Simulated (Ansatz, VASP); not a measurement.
## Two plane-wave programs on YN

```xyz
2
Lattice="0.0000 2.3891 2.3891 2.3891 0.0000 2.3891 2.3891 2.3891 0.0000" Properties=species:S:1:pos:R:3 pbc="T T T"
Y     0.0000    0.0000    0.0000
N     2.3891    2.3891    2.3891
```

Change from the starting cell: volume scaled by 0.9405, PAW files.

Alike in both runs: task electric field gradients; functional LDA; k mesh 9 × 9 × 9; occupations fermi-dirac, width 0.03 eV; no spin polarisation.

|  | VASP | Ansatz |
| --- | --- | --- |
| version | VASP 6.6.1 | Ansatz 0.2.0 |
| potentials or method | VASP PAW LDA potentials, release 64 (Y_sv, N) | PAW with Ansatz's default frozen-core files, scalar-relativistic |
| plane-wave cutoff (eV) | 520 | 420 |
| valence electrons in the cell | 16 | 16 |

|  | VASP | Ansatz | Ansatz less VASP |
| --- | --- | --- | --- |
| pressure (GPa) | 5.2 | 5.0 | -0.16 |

LDA's correlation is that of Perdew and Zunger in VASP and of Perdew and Wang (1992) in Ansatz.
